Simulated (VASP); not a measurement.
# Pd: single point with PBE

Pd:

```
CELL_PARAMETERS angstrom
0.00000 1.64546 1.64546
1.64546 0.00000 1.64546
1.64546 1.64546 0.00000
ATOMIC_POSITIONS crystal
Pd 0.00000 0.00000 0.00000
```

This cell differs from its parent crystal: volume scaled by 0.58.

```json
{"Program": "VASP 6.6.1", "Task": "single point", "Functional": "PBE", "Potentials or basis": "VASP PAW PBE potentials, release 64 (Pd)", "Cutoff": "520 eV", "k mesh": "16 × 16 × 16", "Occupations": "fermi-dirac, width 0.1 eV", "Spin": "no spin polarisation", "Dipole correction": "no", "Further INCAR settings": "ALGO = Normal; EDIFF = 1e-06; NBANDS = 11"}
```

| Quantity | Value |
| --- | --- |
| Pressure | 382.7 GPa |
| Band gap on the k mesh | zero (band 5 reaches 22.08 eV, above the bottom of band 6 at 18.33 eV) |

Levels at points of the mesh, in eV from the Fermi level:
| k point | band 1 | band 2 | band 3 | band 4 | band 5 | band 6 | band 7 | band 8 | band 9 | band 10 |
| --- | --- | --- | --- | --- | --- | --- | --- | --- | --- | --- |
| (0.00, 0.00, 0.00) | -11.79 | -6.42 | -6.42 | -6.42 | -2.80 | -2.80 | 15.50 | 23.55 | 23.55 | 23.55 |
| (0.50, 0.00, 0.00) | -10.90 | -6.62 | -6.62 | -0.04 | -0.04 | -0.01 | 12.90 | 15.17 | 23.77 | 25.05 |
| (0.50, 0.50, 0.00) | -11.78 | -11.23 | -0.08 | 0.73 | 0.73 | 3.76 | 15.78 | 15.78 | 17.54 | 23.69 |

Wall time 7.8 s on 1 thread of Intel(R) Xeon(R) 6975P-C (Granite Rapids), with other jobs on the host, peak memory 0.13 GiB.
